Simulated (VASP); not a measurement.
# Si (P6_3/mmc) in VASP: single point with LDA

Aim: the single point of Si with LDA.

Everything below comes from runs of VASP 6.6.1. Logs are shortened: lines on timing, memory, paths and dates and some standing lists are left out, and cuts for length are marked.

**1. The cell of the first run**

The structure is hexagonal, space group P6_3/mmc (No. 194). The conventional cell has a = 3.525 Å, b = 3.525 Å, c = 5.826 Å, α = 90.00°, β = 90.00°, γ = 120.00°. Si (site symmetry 3m) has 4 Si at 2.16 to 2.18 Å within 2.9 Å.

**2. Single point, LDA (strain -0.080 along x and y, -0.080 along z)**

File INCAR:

```
SYSTEM = Si
ALGO = Normal
EDIFF = 1E-6
ENCUT = 520
GGA = CA
ISIF = 2
ISMEAR = 0
LASPH = .TRUE.
LCHARG = .TRUE.
LELF = .TRUE.
LREAL = .FALSE.
LVHAR = .TRUE.
LWAVE = .FALSE.
NBANDS = 16
NELM = 100
PREC = Accurate
SIGMA = 0.03
```

File KPOINTS:

```
k-points
0
G
  12 12 6
  0 0 0
```

File POSCAR:

```
Si
1.0
    3.5248120637      0.0000000000      0.0000000000
   -1.7624060319      3.0525767907      0.0000000000
    0.0000000000      0.0000000000      5.8260122402
Si
4
Direct
    0.3333333333      0.6666666667      0.0630095000
    0.6666666667      0.3333333333      0.5630095000
    0.3333333333      0.6666666667      0.4369905000
    0.6666666667      0.3333333333      0.9369905000
```

Potentials or basis: VASP PAW LDA potentials, release 64 (Si).

Started as:

```sh
> cat potpaw_LDA.64/Si/POTCAR > POTCAR
> mpirun -np 1 vasp_std > vasp.out
```

OUTCAR:

```text
SYSTEM = Si
   EDIFF = 1E-6
   ENCUT = 520
   GGA = CA
   ISIF = 2
   ISMEAR = 0
   LASPH = .TRUE.
   LREAL = .FALSE.
   NELM = 100
   PREC = Accurate

 ion  position               nearest neighbor table
   1  0.333  0.667  0.063-   4 2.16   4 2.16   4 2.16   3 2.18
   2  0.667  0.333  0.563-   3 2.16   3 2.16   3 2.16   4 2.18
   3  0.333  0.667  0.437-   2 2.16   2 2.16   2 2.16   1 2.18
   4  0.667  0.333  0.937-   1 2.16   1 2.16   1 2.16   2 2.18

  LATTYP: Found a hexagonal cell.
 ALAT       =     3.5248120637
 C/A-ratio  =     1.6528575524

  Lattice vectors:

 A1 = (   3.5248120637,   0.0000000000,   0.0000000000)
 A2 = (  -1.7624060319,   3.0525767907,   0.0000000000)
 A3 = (   0.0000000000,   0.0000000000,   5.8260122402)

Analysis of symmetry for initial positions (statically):
=====================================================================
 Subroutine PRICEL returns:
 Original cell was already a primitive cell.

 Routine SETGRP: Setting up the symmetry group for a
 hexagonal supercell.

 Subroutine GETGRP returns: Found 24 space group operations
 (whereof 12 operations were pure point group operations)
 out of a pool of 24 trial point group operations.

The static configuration has the point symmetry D_3d.
 The point group associated with its full space group is D_6h.

Analysis of symmetry for dynamics (positions and initial velocities):
=====================================================================
 Subroutine PRICEL returns:
 Original cell was already a primitive cell.

 Routine SETGRP: Setting up the symmetry group for a
 hexagonal supercell.

 Subroutine GETGRP returns: Found 24 space group operations
 (whereof 12 operations were pure point group operations)
 out of a pool of 24 trial point group operations.

The dynamic configuration has the point symmetry D_3d.
 The point group associated with its full space group is D_6h.

 Subroutine INISYM returns: Found 24 space group operations
 (whereof 12 operations are pure point group operations),
 and found     1 'primitive' translations

----------------------------------------------------------------------------------------

                                     Primitive cell

  volume of cell :      62.6865

  direct lattice vectors                    reciprocal lattice vectors
     3.524812064  0.000000000  0.000000000     0.283703069  0.163796043  0.000000000
[... 88 lines left out ...]
   ENCUT  =  520.0 eV  38.22 Ry    6.18 a.u.   6.55  6.55 10.83*2*pi/ulx,y,z
   NELM   =    100;   NELMIN=  2; NELMDL= -5     # of ELM steps
   EDIFF  = 0.1E-05   stopping-criterion for ELM
   LREAL  =      F    real-space projection
   EDIFFG = 0.1E-04   stopping-criterion for IOM
   NSW    =      0    number of steps for IOM
   IBRION =     -1    ionic relax: 0-MD 1-quasi-New 2-CG
   NFREE  =      0    steps in history (QN), initial steepest desc. (CG)
   ISIF   =      2    stress and relaxation
   ISYM   =      2    0-nonsym 1-usesym 2-fastsym
   POTIM  = 0.5000    time-step for ionic-motion
   TEBEG  =    0.0;   TEEND  =   0.0 temperature during run
   PSTRESS=    0.0 pullay stress
   NELECT =      16.0000    total number of electrons
   NUPDOWN=      -1.0000    fix difference up-down
   EMIN   =  10.00;   EMAX   =-10.00  energy-range for DOS
   EFERMI =   0.00;   METHOD = LEGACY
   ISMEAR =     0;   SIGMA  =   0.03  broadening in eV -4-tet -1-fermi 0-gaus
   EFERMI_NEDOS =   21; number of points for ismear=-14 and -15
   IALGO  =     38    algorithm
   IMIX   =      4    mixing-type and parameters
     AMIX     =   0.40;   BMIX     =  1.00
     AMIX_MAG =   1.60;   BMIX_MAG =  1.00
  volume/ion in A,a.u.               =      15.67       105.76
  Fermi-wavevector in a.u.,A,eV,Ry     =   1.038461  1.962407 14.672539  1.078401
  Thomas-Fermi vector in A             =   2.172946
   LORBIT       =      0    0 simple, 1 ext, 2 COOP (PROOUT), +10 PAW based schemes
   GGA     = CA    functional components
   LHFCALC =     F    Hartree Fock is set to
   AEXX    =    0.0000 exact exchange contribution
   IVDW    =     0    specifies the selected vdW correction
   LEPSILON=     F    determine dielectric tensor
   LRPA    =     F    only Hartree local field effects (RPA)
 non-spin polarized calculation
 Gauss-broadening in eV      SIGMA  =   0.03
  energy-cutoff  :      520.00
  volume of cell :       62.69
 maximum number of plane-waves:      1714
 NGX is ok and might be reduce to    28
   NGX = 13   NGY = 13   NGZ = 21

 number of electron      16.0000000 magnetization

 Free energy of the ion-electron system (eV)
  ---------------------------------------------------
  ext. energy  EPLUGINS =         0.00000000
  ---------------------------------------------------
  free energy    TOTEN  =       -22.33757577 eV

  energy without entropy =      -22.33724035  energy(sigma->0) =      -22.33740806

 E-fermi :   8.7232     XC(G=0): -10.5562

 val. band max:        8.6088529668   @ k =   0.5000   0.0000   0.0000
 cond. band min:       8.7255100806   @ k =   0.5000   0.0000   0.1667
 fundamental gap:      0.1166571138
 Fermi energy:         8.7232375383

 k-point     1 :       0.0000    0.0000    0.0000
  band No.  band energies     occupation
      1      -5.2730      2.00000
      2      -2.2868      2.00000
      3       0.1992      2.00000
      4       7.0244      2.00000
      5       7.0244      2.00000
      6       8.4354      2.00000
[... 433 lines left out ...]
      3       1.0405      2.00000
      4       2.9105      2.00000
      5       3.6887      2.00000
      6       5.4904      2.00000
[... 8 lines left out ...]
     15      16.2215      0.00000
     16      16.8926      0.00000

 [... further k-points ...]
[... 5 lines left out ...]
  --------------------------------------------------------------------------------------
  -------------------------------------------------------------------------------------
  Total       13.6728193     13.6728193     13.9005837     -0.0000000      0.0000000      0.0000000
  in kB      349.4577680    349.4577680    355.2791031     -0.0000000      0.0000000      0.0000000
  external PRESSURE =     351.3982130 kB  Pullay stress =       0.0000000 kB

 VOLUME and BASIS-vectors are now :
 -----------------------------------------------------------------------------
  energy-cutoff  :      520.00
  volume of cell :       62.69
      direct lattice vectors                 reciprocal lattice vectors
     3.524812064  0.000000000  0.000000000     0.283703069  0.163796043  0.000000000
    -1.762406032  3.052576791  0.000000000     0.000000000  0.327592086  0.000000000
     0.000000000  0.000000000  5.826012240     0.000000000  0.000000000  0.171643992

 POSITION                                       TOTAL-FORCE (eV/Angst)
 -----------------------------------------------------------------------------------
     -0.00000      2.03505      0.36709         0.000000      0.000000      0.150347
      1.76241      1.01753      3.28010        -0.000000      0.000000      0.150347
     -0.00000      2.03505      2.54591         0.000000      0.000000     -0.150347
      1.76241      1.01753      5.45892        -0.000000     -0.000000     -0.150347
 -----------------------------------------------------------------------------------
    total drift:                               -0.000000      0.000000     -0.000000

  FREE ENERGIE OF THE ION-ELECTRON SYSTEM (eV)
  ---------------------------------------------------
  free  energy   TOTEN  =       -22.3375757684 eV

  energy  without entropy=      -22.3372403548  energy(sigma->0) =      -22.33740806
```

OSZICAR:

```text
N       E                     dE             d eps       ncg     rms          rms(c)
DAV:   1     0.285209350767E+02    0.28521E+02   -0.63176E+03  2432   0.848E+02
DAV:   2    -0.213306727274E+02   -0.49852E+02   -0.45117E+02  3288   0.132E+02
DAV:   3    -0.232463166976E+02   -0.19156E+01   -0.19002E+01  3272   0.241E+01
DAV:   4    -0.232659813355E+02   -0.19665E-01   -0.19661E-01  3080   0.315E+00
DAV:   5    -0.232662620830E+02   -0.28075E-03   -0.28074E-03  3272   0.351E-01    0.966E+00
DAV:   6    -0.225956952649E+02    0.67057E+00   -0.29451E-01  2712   0.271E+00    0.591E+00
DAV:   7    -0.223410511524E+02    0.25464E+00   -0.49863E-01  2888   0.357E+00    0.704E-01
DAV:   8    -0.223382845668E+02    0.27666E-02   -0.50139E-02  2744   0.121E+00    0.174E-01
DAV:   9    -0.223375623052E+02    0.72226E-03   -0.19757E-03  3232   0.245E-01    0.102E-01
DAV:  10    -0.223375822224E+02   -0.19917E-04   -0.14482E-04  3024   0.719E-02    0.452E-02
DAV:  11    -0.223375757192E+02    0.65032E-05   -0.12641E-05  2984   0.197E-02    0.729E-03
DAV:  12    -0.223375757684E+02   -0.49190E-07   -0.86540E-07  1976   0.547E-03
   1 F= -.22337576E+02 E0= -.22337408E+02  d E =-.335414E-03
```

Run time: 29 s. Hardware: 1 thread of Intel Xeon 6975P-C (Granite Rapids), shared host; peak memory 0.18 GiB.

Results:

```
Free energy            : -22.3376 eV
Pressure               : 35.1 GPa
Largest force          : 0.150 eV/Å
Band gap on the k mesh : zero (band 8 reaches 8.96 eV, above the bottom of band 9 at 8.60 eV)
```

Forces in eV/Å, atoms in the order of the input:
```
Si   0.000  0.000  0.150
Si   0.000  0.000  0.150
Si   0.000  0.000 -0.150
Si   0.000  0.000 -0.150
```

Stress tensor (GPa, compression positive):
```
34.95  0.00  0.00
 0.00 34.95  0.00
 0.00  0.00 35.53
```

Caveat: the cell differs from its parent crystal (strain -0.080 along x and y, -0.080 along z).
